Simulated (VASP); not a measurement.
Wanted: the native input for a VASP 6.6.1 run.

* Task: single point
* Functional: PBE
* Potentials or basis: VASP PAW PBE potentials, release 64 (Mg, Zn, S)
* Cutoff: 520 eV
* k mesh: 6 × 6 × 4
* Occupations: gaussian, width 0.1 eV
* Spin: no spin polarisation
* Dipole correction: no
* Further INCAR settings: ALGO = Normal; EDIFF = 1e-06; NBANDS = 52

The structure of MgZnS lies in POSCAR:

```
MgZnS
1.0
    5.1017353245      0.0000000000      0.0000000000
    0.0000000000      5.1017353245      0.0000000000
    0.0000000000      0.0000000000      8.2357435977
Mg Zn S
4 4 4
Direct
    0.2491190992      0.7491190992      0.3354974023
    0.7508809008      0.2508809008      0.3354974023
    0.2508809008      0.2491190992      0.6645025977
    0.7491190992      0.7508809008      0.6645025977
    0.8159585479      0.6840414521      0.0327203593
    0.1840414521      0.3159585479      0.0327203593
    0.6840414521      0.1840414521      0.9672796407
    0.3159585479      0.8159585479      0.9672796407
    0.2510218147      0.2489781853      0.3396499656
    0.7489781853      0.7510218147      0.3396499656
    0.2489781853      0.7489781853      0.6603500344
    0.7510218147      0.2510218147      0.6603500344
```

The input as run:

INCAR

```
  ALGO = Normal
  EDIFF = 1E-6
  ENCUT = 520
  GGA = PE
  ISIF = 2
  ISMEAR = 0
  LASPH = T
  LCHARG = T
  LELF = T
  LREAL = F
  LVHAR = T
  LWAVE = F
  NBANDS = 52
  NELM = 100
  PREC = Accurate
  SIGMA = 0.1
```

KPOINTS

```
k-points
0
Gamma
  6 6 4
```

Potentials or basis: VASP PAW PBE potentials, release 64 (Mg, Zn, S).

Command:

```sh
$ cat potpaw_PBE.64/Mg/POTCAR potpaw_PBE.64/Zn/POTCAR potpaw_PBE.64/S/POTCAR > POTCAR
$ mpirun -np 1 vasp_std > vasp.out
```

Results of the run:

```yaml
Pressure: -0.1 GPa
Largest_force: 0.011 eV/Å
Band_gap_on_the_k_mesh: zero (bands 40 and 41 overlap by 0.68 eV)
```

Caveat: semilocal functionals underestimate gaps, so a narrow gap can read as zero.

Run time: 3.8 min on 1 thread of Intel(R) Xeon(R) Platinum 8488C (Sapphire Rapids), with other jobs on the host, peak memory 0.46 GiB.
